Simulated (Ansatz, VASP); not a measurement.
# HgTe: VASP beside Ansatz

```
Hg Te
1.0
     4.70197    0.00000    0.00000
    -2.35099    4.07203    0.00000
     0.00000    0.00000   23.63808
Hg Te
3 3
Direct
  0.33333 0.66667 0.32717
  0.66667 0.33333 0.48206
  0.00000 0.00000 0.64787
  0.66667 0.33333 0.34663
  0.00000 0.00000 0.51482
  0.33333 0.66667 0.68145
```

Alike in both runs: functional PBE; k mesh 9 × 9 × 1; occupations gaussian, width 0.1 eV; no spin polarisation.

Ansatz relaxed the structure, and its values are those at the end. VASP's run is a single point on that final structure, the one shown.

|  | VASP | Ansatz |
| --- | --- | --- |
| version | VASP 6.6.1 | Ansatz 0.2.0 |
| potentials or method | VASP PAW PBE potentials, release 64 (Hg, Te), cutoff 520 eV | scalar-relativistic, plane waves, PAW |
| valence electrons in the cell | 54 | 108 |

```tsv
	VASP	Ansatz	Ansatz less VASP
gap on the k mesh at the Fermi level (eV)	none	none	-
rms of the force components (eV/Å)	0.004	0.001	-0.0030
```

A gap of «none» marks a metal or a gap that the smearing closes. VASP's potentials hold 54 valence electrons a cell and Ansatz's 108, so a difference there can come from the potentials and not from the codes. Ansatz's warnings: xc potential rough in thin density.

Spin-orbit coupling is off throughout.
